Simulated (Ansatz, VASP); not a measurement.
## Te2Mo: VASP beside Ansatz

POSCAR

```
Te2Mo
1.0
    3.5602328140      0.0000000000      0.0000000000
   -1.7801164070      3.0832520603      0.0000000000
    0.0000000000      0.0000000000     17.5240578200
Te Mo
2 1
Direct
    0.3009000460      0.6018000920      0.8978554500
    0.3333333333      0.6666666667      0.1021445500
    0.0000000000      0.0000000000      0.0000000000
```

File INCAR.step1:

```
SYSTEM = Te2Mo
  ALGO = Normal
  EDIFF = 1E-4
  ENCUT = 520
  GGA = PE
  ISMEAR = 0
  LASPH = .TRUE.
  LCHARG = .FALSE.
  LREAL = .FALSE.
  LWAVE = .TRUE.
  NBANDS = 20
  NELM = 100
  PREC = Accurate
  SIGMA = 0.05
```

The input INCAR.step2:

```
SYSTEM = Te2Mo
  ALGO = Normal
  EDIFF = 1E-7
  ENCUT = 520
  ISIF = 2
  ISMEAR = 0
  ISTART = 1
  LASPH = .TRUE.
  LCHARG = .FALSE.
  LMIXTAU = .TRUE.
  LREAL = .FALSE.
  LWAVE = .FALSE.
  METAGGA = R2SCAN
  NBANDS = 20
  NELM = 100
  PREC = Accurate
  SIGMA = 0.05
```

KPOINTS

```
k-points
0
G
  12 12 2
  0 0 0
```

Input for Ansatz:

```yaml
crystal:
  lattice:
    - [3.560232814, 0.0, 0.0]
    - [-1.780116407, 3.0832520603, 0.0]
    - [0.0, 0.0, 17.52405782]
  atoms:
    - { symbol: Te, position: [0.300900046, 0.601800092, 0.89785545] }
    - { symbol: Te, position: [0.3333333333, 0.6666666667, 0.10214455] }
    - { symbol: Mo, position: [0.0, 0.0, 0.0] }
basis:
  ecutwfc: 500
kpoints:
  mp_grid: { grid: [12, 12, 2] }
hamiltonian:
  xc: r2scan
scf:
  occupations: { method: gaussian, width: 0.05 }
output:
  forces: true
  stress: true
  eigenvalues: true
```

Alike in both runs: task single point; functional r2SCAN; k mesh 12 × 12 × 2; occupations gaussian, width 0.05 eV; no spin polarisation.

|  | VASP | Ansatz |
| --- | --- | --- |
| version | VASP 6.6.1 | Ansatz 0.2.0 |
| potentials or method | VASP PAW PBE potentials, release 64 (Te, Mo_sv), cutoff 520 eV | scalar-relativistic, plane waves, PAW |
| valence electrons in the cell | 26 | 46 |

Ansatz gave:

| Quantity | Value |
| --- | --- |
| gap on the k mesh at the Fermi level (eV) | 1.11 |
| least direct gap on the mesh (eV) | 1.11 |
| rms of the force components (eV/Å) | 0.755 |

Problem. Estimate VASP's values.

Solution. gap on the k mesh at the Fermi level (eV): 1.11; least direct gap on the mesh (eV): 1.11; rms of the force components (eV/Å): 0.752.

VASP's potentials were made for PBE, not for r2SCAN. Atom by atom the forces differ by 0.012 eV/Å (rms over components). The functional is the same, so the differences come from potentials, cutoffs and numerics. VASP's potentials hold 26 valence electrons a cell and Ansatz's 46, so a difference there can come from the potentials and not from the codes.

Neither program's run includes spin-orbit coupling.
